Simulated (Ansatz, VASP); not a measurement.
## One calculation of MgO, two programs

The input INCAR:

```
PREC = Accurate ; ENCUT = 520
EDIFF = 1E-6 ; ISMEAR = -1
SIGMA = 0.05 ; LREAL = F
LASPH = T ; NELM = 80
ALGO = Normal ; ISIF = 2
LWAVE = F ; LCHARG = F
GGA = PS ; NBANDS = 11
```

Contents of KPOINTS:

```
regular mesh
0
Gamma
  15 15 15
```

The input POSCAR:

```
MgO
1.0
    0.0000000000      1.8158679218      1.8158679218
    1.8158679218      0.0000000000      1.8158679218
    1.8158679218      1.8158679218      0.0000000000
Mg O
1 1
Direct
    0.0000000000      0.0000000000      0.0000000000
    0.5000000000      0.5000000000      0.5000000000
```

Input for Ansatz:

```yaml
crystal:
  lattice:
    - [0.0, 1.8158679218, 1.8158679218]
    - [1.8158679218, 0.0, 1.8158679218]
    - [1.8158679218, 1.8158679218, 0.0]
  atoms:
    - { symbol: Mg, position: [0.0, 0.0, 0.0] }
    - { symbol: O, position: [0.5, 0.5, 0.5] }
kpoints:
  mp_grid: { grid: [15, 15, 15] }
scf:
  occupations: { method: fermi_dirac, width: 0.05 }
hamiltonian:
  xc: pbesol
  pseudopotentials: { kind: all_electron, lapw: { basis_error: 0.001 } }
output:
  forces: true
  stress: true
  eigenvalues: true
  populations: true
```

Change from the starting cell: volume scaled by 0.64, LAPW.

Alike in both runs: task single point; functional PBEsol; k mesh 15 × 15 × 15; occupations fermi-dirac, width 0.05 eV; no spin polarisation.

|  | VASP | Ansatz |
| --- | --- | --- |
| version | VASP 6.6.1 | Ansatz 0.2.0 |
| potentials or method | VASP PAW PBE potentials, release 64 (Mg, O), cutoff 520 eV | all-electron LAPW, scalar-relativistic |

|  | VASP | Ansatz | Ansatz less VASP |
| --- | --- | --- | --- |
| gap on the k mesh at the Fermi level (eV) | 8.96 | 9.01 | +0.045 |
| pressure (GPa) | 180.9 | 176.0 | -4.88 |

VASP's potentials were made for PBE, not for PBEsol. Both programs put the cell under a high pressure, so it lies far from rest at this level. Ansatz ran all-electron here, and VASP with PAW potentials.

Noted on VASP's run: the cell as given lies far from equilibrium.
